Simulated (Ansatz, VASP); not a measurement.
## Pd: VASP beside Ansatz

```
Pd
1.0
     0.00000    1.92067    1.92067
     1.92067    0.00000    1.92067
     1.92067    1.92067    0.00000
Pd
1
Direct
  0.00000 0.00000 0.00000
```

Alike in both runs: functional LDA; k mesh 17 × 17 × 17; occupations fermi-dirac, width 0.1 eV; no spin polarisation.

Ansatz relaxed the structure, and its values are those at the end. VASP's run is a single point on that final structure, the one shown.

```csv
,VASP,Ansatz
version,VASP 6.6.1,Ansatz 0.2.0
potentials or method,"VASP PAW LDA potentials, release 64 (Pd)","PAW with Ansatz's default frozen-core files, scalar-relativistic"
plane-wave cutoff (eV),520,420
valence electrons in the cell,10,18
```

|  | VASP | Ansatz | Ansatz less VASP |
| --- | --- | --- | --- |
| pressure (GPa) | 0.3 | 0.0 | -0.27 |

LDA's correlation is that of Perdew and Zunger in VASP and of Perdew and Wang (1992) in Ansatz. VASP's potentials hold 10 valence electrons a cell and Ansatz's 18, so a difference there can come from the potentials and not from the codes.
